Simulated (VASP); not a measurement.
Write the native input for VASP 6.6.1 that does the following.

* Task: single point
* Functional: PBE
* Potentials or basis: VASP PAW PBE potentials, release 64 (Li_sv, F)
* Cutoff: 520 eV
* k mesh: 10 × 10 × 10
* Occupations: gaussian, width 0.05 eV
* Spin: no spin polarisation
* Dipole correction: no
* Further INCAR settings: ALGO = Normal; EDIFF = 1e-06; NBANDS = 12

The structure of LiF lies in POSCAR:

```
LiF
1.0
    0.0000000000      1.9133000000      2.0140000000
    2.0140000000      0.0000000000      2.0140000000
    2.0140000000      1.9133000000      0.0000000000
Li F
1 1
Direct
    0.0000000000      0.0000000000      0.0000000000
    0.5000000000      0.5000000000      0.5000000000
```

This cell differs from its parent crystal: strain -0.0500 x Voigt [0, 1, 0, 0, 0, 0].

One way to write it, as run:

INCAR

```
SYSTEM = LiF
  ALGO = Normal
  EDIFF = 1E-6
  ENCUT = 520
  GGA = PE
  ISIF = 2
  ISMEAR = 0
  LASPH = .True.
  LCHARG = .False.
  LREAL = .False.
  LWAVE = .False.
  NBANDS = 12
  NELM = 60
  PREC = Accurate
  SIGMA = 0.05
```

KPOINTS

```
k-points
0
Gamma
  10 10 10
  0 0 0
```

Potentials or basis: VASP PAW PBE potentials, release 64 (Li_sv, F).

Launch:

```sh
$ cat potpaw_PBE.64/Li_sv/POTCAR potpaw_PBE.64/F/POTCAR > POTCAR
$ mpirun -np 1 vasp_std > vasp.out
```

Results of the run:

- Band gap on the k mesh: 9.51 eV, direct

Caveat: the cell differs from its parent crystal (strain -0.0500 x Voigt [0, 1, 0, 0, 0, 0]).

Wall time 54 s on 1 thread of AMD EPYC 7R13, with other jobs on the host, peak memory 0.11 GiB.
